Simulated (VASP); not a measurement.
# NaI (Fm-3m) in VASP: a series of runs, part 2 of 2

VASP 6.6.1. The steps go on from the part before.

### Step 3. Elastic constants, PBEsol

This run uses another cell than the first one, of 24.51 Å³/atom.

File INCAR:

```
  PREC = Accurate
  ENCUT = 600
  EDIFF = 1E-8
  ISMEAR = 0
  SIGMA = 0.01
  LREAL = False
  LASPH = True
  NELM = 60
  ALGO = Normal
  ISIF = 3
  LWAVE = False
  LCHARG = False
  GGA = PS
  IBRION = 6
  NFREE = 2
  POTIM = 0.015
  NSW = 1
```

File KPOINTS:

```
regular mesh
0
Gamma
  8 8 8
```

File POSCAR:

```
NaI
1.0
    0.0000000000      2.9048884897      2.9048884897
    2.9048884897      0.0000000000      2.9048884897
    2.9048884897      2.9048884897      0.0000000000
Na I
1 1
Direct
    0.0000000000      0.0000000000      0.0000000000
    0.5000000000      0.5000000000      0.5000000000
```

Potentials or basis: VASP PAW PBE potentials, release 64 (Na_pv, I).

Command:

```bash
$ cat potpaw_PBE.64/Na_pv/POTCAR potpaw_PBE.64/I/POTCAR > POTCAR
$ mpirun -np 1 vasp_std > vasp.out
```

OUTCAR:

```text
PREC = Accurate
   ENCUT = 600
   EDIFF = 1E-8
   ISMEAR = 0
   LREAL = False
   LASPH = True
   NELM = 60
   ISIF = 3
   GGA = PS
   IBRION = 6
   NFREE = 2
   POTIM = 0.015
   NSW = 1

 ion  position               nearest neighbor table
   1  0.000  0.000  0.000-   2 2.90   2 2.90   2 2.90   2 2.90   2 2.90   2 2.90
   2  0.500  0.500  0.500-   1 2.90   1 2.90   1 2.90   1 2.90   1 2.90   1 2.90

  LATTYP: Found a face centered cubic cell.
 ALAT       =     5.8097769794

  Lattice vectors:

 A1 = (   0.0000000000,   2.9048884897,   2.9048884897)
 A2 = (   2.9048884897,   0.0000000000,   2.9048884897)
 A3 = (   2.9048884897,   2.9048884897,   0.0000000000)

Analysis of symmetry for initial positions (statically):
=====================================================================
 Subroutine PRICEL returns:
 Original cell was already a primitive cell.

 Routine SETGRP: Setting up the symmetry group for a
 face centered cubic supercell.

 Subroutine GETGRP returns: Found 48 space group operations
 (whereof 48 operations were pure point group operations)
 out of a pool of 48 trial point group operations.

The static configuration has the point symmetry O_h .

Analysis of symmetry for dynamics (positions and initial velocities):
=====================================================================
 Subroutine PRICEL returns:
 Original cell was already a primitive cell.
[... 702 lines left out ...]
  in kB      101.2933353    101.1357836    101.1357836     -0.0000000      0.0000000      0.0000000
  external PRESSURE =     101.1883008 kB  Pullay stress =       0.0000000 kB
[... 17 lines left out ...]
  FREE ENERGIE OF THE ION-ELECTRON SYSTEM (eV)
  ---------------------------------------------------
  free  energy   TOTEN  =        -5.2696269779 eV

  energy  without entropy=       -5.2696269779  energy(sigma->0) =       -5.26962698

 INTERNAL STRAIN TENSORS FROM STRAINED CELLS
 ============================================

 INTERNAL STRAIN TENSOR FOR ION    1 for displacements in x,y,z  (eV/Angst):
          X           Y           Z          XY          YZ          ZX
  --------------------------------------------------------------------------------
  x     0.00000     0.00000     0.00000    -0.00000    -0.00000     0.00000
  y     0.00000     0.00000    -0.00000    -0.00000    -0.00000     0.00000
  z    -0.00000    -0.00000     0.00000     0.00000    -0.00000     0.00000

 INTERNAL STRAIN TENSORS FROM DISPLACED ATOMS
 ============================================

 INTERNAL STRAIN TENSOR FOR ION    1 for displacements in x,y,z  (eV/Angst):
          X           Y           Z          XY          YZ          ZX
  --------------------------------------------------------------------------------
  x     0.00000     0.00000     0.00000     0.00000     0.00000     0.00000
  y     0.00000     0.00000     0.00000     0.00000     0.00000     0.00000
  z     0.00000     0.00000     0.00000     0.00000     0.00000     0.00000

 INTERNAL STRAIN TENSOR FOR ION    2 for displacements in x,y,z  (eV/Angst):
          X           Y           Z          XY          YZ          ZX
  --------------------------------------------------------------------------------
  x     0.00000     0.00000     0.00000     0.00000     0.00000     0.00000
  y     0.00000     0.00000     0.00000     0.00000     0.00000     0.00000
  z     0.00000     0.00000     0.00000     0.00000     0.00000     0.00000

 Eigenvectors and eigenvalues of the dynamical matrix
 ----------------------------------------------------

   1 f  =    6.593131 THz    41.425862 2PiTHz  219.923167 cm-1    27.266985 meV
             X         Y         Z           dx          dy          dz
      0.000000  0.000000  0.000000     0.000000    0.920025    0.000000
      2.904888  2.904888  2.904888     0.000000   -0.391859    0.000000
[... 21 lines left out ...]
   6 f/i=    0.001630 THz     0.010244 2PiTHz    0.054383 cm-1     0.006743 meV
             X         Y         Z           dx          dy          dz
      0.000000  0.000000  0.000000     0.000000   -0.391859    0.000000
      2.904888  2.904888  2.904888     0.000000   -0.920025    0.000000

--------------------------------------------------------------------------------------------------------

 ELASTIC MODULI CONTR FROM IONIC RELAXATION (kBar)
 Direction    XX          YY          ZZ          XY          YZ          ZX
 --------------------------------------------------------------------------------
 XX           0.0000      0.0000      0.0000      0.0000      0.0000      0.0000
 YY           0.0000      0.0000      0.0000      0.0000      0.0000      0.0000
 ZZ           0.0000      0.0000      0.0000      0.0000      0.0000      0.0000
 XY           0.0000      0.0000      0.0000      0.0000      0.0000      0.0000
 YZ           0.0000      0.0000      0.0000      0.0000      0.0000      0.0000
 ZX           0.0000      0.0000      0.0000      0.0000      0.0000      0.0000
 --------------------------------------------------------------------------------

 TOTAL ELASTIC MODULI (kBar)
 Direction    XX          YY          ZZ          XY          YZ          ZX
 --------------------------------------------------------------------------------
 XX        1212.6076    120.3614    120.3614      0.0000     -0.0000      0.0000
 YY         120.3614   1212.6076    120.3614     -0.0000     -0.0000      0.0000
 ZZ         120.3614    120.3614   1212.6076      0.0000     -0.0000      0.0000
 XY           0.0000     -0.0000      0.0000     84.9810      0.0000     -0.0000
 YZ          -0.0000     -0.0000     -0.0000      0.0000     84.9810     -0.0000
 ZX           0.0000      0.0000      0.0000     -0.0000     -0.0000     84.9810
 --------------------------------------------------------------------------------
```

OSZICAR:

```text
N       E                     dE             d eps       ncg     rms          rms(c)
DAV:   1     0.841786454875E+02    0.84179E+02   -0.77017E+03   638   0.137E+03
DAV:   2     0.735346826152E+00   -0.83443E+02   -0.79193E+02   687   0.271E+02
DAV:   3    -0.516664260873E+01   -0.59020E+01   -0.58500E+01   777   0.710E+01
DAV:   4    -0.532242590566E+01   -0.15578E+00   -0.15568E+00   785   0.115E+01
[... 200 lines left out ...]
DAV:   4    -0.526962573132E+01    0.13615E-04   -0.56267E-05  1400   0.560E-02    0.711E-03
DAV:   5    -0.526962701079E+01   -0.12795E-05   -0.10996E-05  1460   0.196E-02    0.715E-03
DAV:   6    -0.526962697538E+01    0.35411E-07   -0.43867E-07  1531   0.540E-03    0.470E-03
DAV:   7    -0.526962697675E+01   -0.13754E-08   -0.19494E-07  1442   0.304E-03    0.198E-03
DAV:   8    -0.526962697791E+01   -0.11557E-08   -0.19718E-08  1382   0.959E-04
  17 F= -.52696270E+01 E0= -.52696270E+01  d E =-.192632E-37
```

stdout:

```text
POSCAR found type information on POSCAR NaI
 POSCAR found :  2 types and       2 ions
 scaLAPACK will be used
 -----------------------------------------------------------------------------
|                                                                             |
|                                                                             |
|     You enforced a specific xc type in the INCAR file but a different       |
|     I HOPE YOU KNOW WHAT YOU ARE DOING!                                     |
[... 32 lines left out ...]
 Finite differences progress:
 bond charge predicted
 Finite differences progress:
 bond charge predicted
 Finite differences progress:
 bond charge predicted
 Finite differences progress:
 bond charge predicted
 Finite differences progress:
 bond charge predicted
 Finite differences progress:
 bond charge predicted
 Finite differences progress:
```

It took 15 min on 1 thread of Oxide Virtual Turin-like, shared host; peak memory 0.3 GiB.

What came out:

* Elastic constants C11, C12, C44: 121, 12, 8 GPa
* Voigt bulk modulus: 48 GPa
* Highest phonon frequency at Γ, LO-TO splitting left out: 220 cm⁻¹

Phonon frequencies in cm⁻¹ (negative: imaginary):
```
              q point        frequencies
(0.000, 0.000, 0.000)  0 0 0 220 220 220
```

Elastic tensor in Voigt notation (GPa, in the Cartesian axes of the cell as first typed):
```
121  12  12   0   0   0
 12 121  12   0   0   0
 12  12 121   0   0   0
  0   0   0   8   0   0
  0   0   0   0   8   0
  0   0   0   0   0   8
```

Clamped-ion elastic tensor (GPa):
```
121  12  12   0   0   0
 12 121  12   0   0   0
 12  12 121   0   0   0
  0   0   0   8   0   0
  0   0   0   0   8   0
  0   0   0   0   0   8
```

Caveat: the cell is under stress, which shifts elastic constants; the PAW data sets were made with another functional, which shifts forces and pressure a little; spin-orbit coupling is left out, which moves the levels of the heavy elements.

### Step 4. Elastic constants, PBEsol

This run uses another cell than the first one, of 25.97 Å³/atom.

File INCAR:

```
PREC = Accurate ; ENCUT = 600
EDIFF = 1E-8 ; ISMEAR = 0
SIGMA = 0.01 ; LREAL = F
LASPH = T ; NELM = 60
ALGO = Normal ; ISIF = 3
LWAVE = F ; LCHARG = T
GGA = PS ; IBRION = 6
NFREE = 2 ; POTIM = 0.015
NSW = 1
```

KPOINTS is that of step 3.

File POSCAR:

```
NaI
1.0
    0.0000000000      2.9611973512      2.9611973512
    2.9611973512      0.0000000000      2.9611973512
    2.9611973512      2.9611973512      0.0000000000
Na I
1 1
Direct
    0.0000000000      0.0000000000      0.0000000000
    0.5000000000      0.5000000000      0.5000000000
```

Command:

```bash
$ cat potpaw_PBE.64/Na_pv/POTCAR potpaw_PBE.64/I/POTCAR > POTCAR
$ mpirun -np 1 vasp_std > vasp.out
```

It took 14 min on 1 thread of Oxide Virtual Turin-like, shared host; peak memory 0.31 GiB.

The run converged. Its results:

```yaml
Elastic_constants_C11_C12_C44: 98, 11, 8 GPa
Voigt_bulk_modulus: 40 GPa
Highest_phonon_frequency_at_Γ_LO-TO_splitting_left_out: 198 cm⁻¹
```

Phonon frequencies in cm⁻¹ (negative: imaginary):
```
              q point        frequencies
(0.000, 0.000, 0.000)  0 0 0 198 198 198
```

Elastic tensor in Voigt notation (GPa, in the Cartesian axes of the cell as first typed):
```
98 11 11  0  0  0
11 98 11  0  0  0
11 11 98  0  0  0
 0  0  0  8  0  0
 0  0  0  0  8  0
 0  0  0  0  0  8
```

Clamped-ion elastic tensor (GPa):
```
98 11 11  0  0  0
11 98 11  0  0  0
11 11 98  0  0  0
 0  0  0  8  0  0
 0  0  0  0  8  0
 0  0  0  0  0  8
```

Caveat: the cell is under stress, which shifts elastic constants; the PAW data sets were made with another functional, which shifts forces and pressure a little; spin-orbit coupling is left out, which moves the levels of the heavy elements.
